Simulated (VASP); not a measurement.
A run of VASP 6.6.1:

INCAR

```
SYSTEM = SiO2
  ALGO = Normal
  EDIFF = 1E-6
  ENCUT = 520
  GGA = PE
  ISIF = 2
  ISMEAR = 0
  LASPH = .TRUE.
  LCHARG = .TRUE.
  LELF = .TRUE.
  LREAL = .FALSE.
  LVHAR = .TRUE.
  LWAVE = .FALSE.
  NBANDS = 25
  NELM = 80
  PREC = Accurate
  SIGMA = 0.05
```

The input KPOINTS:

```
k-points
0
G
  6 6 10
  0 0 0
```

Contents of POSCAR:

```
SiO2
1.0
    4.2034803330      0.0000000000      0.0000000000
    0.0000000000      4.2034803330      0.0000000000
    0.0000000000      0.0000000000      2.5128405431
Si O
2 4
Direct
    0.5000000000      0.5000000000      0.5000000000
    0.0000000000      0.0000000000      0.0000000000
    0.6930127928      0.6930127928      0.0000000000
    0.1930127928      0.8069872072      0.5000000000
    0.3069872072      0.3069872072      0.0000000000
    0.8069872072      0.1930127928      0.5000000000
```

Potentials or basis: VASP PAW PBE potentials, release 64 (Si, O).

The run is started by

```sh
$ cat potpaw_PBE.64/Si/POTCAR potpaw_PBE.64/O/POTCAR > POTCAR
$ mpirun -np 1 vasp_std > vasp.out
```

Hardware: 1 thread of Intel(R) Xeon(R) Platinum 8488C (Sapphire Rapids) (shared host).

How long does it take, and how much memory?

Run time: 33 s on 1 thread of Intel(R) Xeon(R) Platinum 8488C (Sapphire Rapids) (shared host), peak memory 0.18 GiB. Counts: scf iterations 13, k points 60.
